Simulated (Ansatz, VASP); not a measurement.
# SnW in VASP and in Ansatz

Contents of INCAR:

```
SYSTEM = SnW
PREC = Accurate
ENCUT = 600
EDIFF = 1E-6
ISMEAR = 0
SIGMA = 0.1
LREAL = .FALSE.
LASPH = .TRUE.
NELM = 60
ALGO = Fast
ISIF = 3
LWAVE = .FALSE.
LCHARG = .FALSE.
GGA = PE
IBRION = 2
NSW = 100
EDIFFG = -0.01
```

KPOINTS

```
Automatic mesh
0
G
  18 18 18
  0 0 0
```

File POSCAR:

```
SnW
1.0
    0.0000000000      2.7707539724      2.7707539724
    2.7707539724      0.0000000000      2.7707539724
    2.7707539724      2.7707539724      0.0000000000
Sn W
1 1
Direct
    0.5000000000      0.5000000000      0.5000000000
    0.0000000000      0.0000000000      0.0000000000
```

Input for Ansatz:

```yaml
crystal:
  lattice:
    - [0.0, 2.7707539724, 2.7707539724]
    - [2.7707539724, 0.0, 2.7707539724]
    - [2.7707539724, 2.7707539724, 0.0]
  atoms:
    - { symbol: Sn, position: [0.5, 0.5, 0.5] }
    - { symbol: W, position: [0.0, 0.0, 0.0] }
basis:
  ecutwfc: 420
kpoints:
  mp_grid: { grid: [18, 18, 18] }
hamiltonian:
  xc: pbe
scf:
  occupations: { method: gaussian, width: 0.1 }
output:
  forces: true
  stress: true
  eigenvalues: true
  write_density: true
  write_potential: true
  elf: true
  volumetric_format: npy
relax:
  adjacent_minimum: "off"
  f_tol: 0.01
  max_steps: 80
  cell: { stress_tol: 0.05 }
```

Change from the starting cell: species swapped into the PrBi type (Fm-3m, No. 225).

Alike in both runs: task relaxation of cell and atoms; functional PBE; k mesh 18 × 18 × 18; occupations gaussian, width 0.1 eV; no spin polarisation.

```csv
,VASP,Ansatz
version,VASP 6.6.1,Ansatz 0.2.0
potentials or method,"VASP PAW PBE potentials, release 64 (Sn_d, W_sv), cutoff 600 eV","scalar-relativistic, plane waves, PAW"
valence electrons in the cell,28,28
```

Ansatz gave:

```
gap on the k mesh at the Fermi level, each at its own relaxed structure (eV) : none
relaxed volume (Å³/atom)                                                     : 21.29
relaxed cell length with the largest relative difference (Å)                 : 3.919
```

**Question.** Which values does VASP return?

**Answer.** gap on the k mesh at the Fermi level, each at its own relaxed structure (eV): none; relaxed volume (Å³/atom): 21.30; relaxed cell length with the largest relative difference (Å): 3.921.

A gap of «none» marks a metal or a gap that the smearing closes.

Spin-orbit coupling is off throughout.
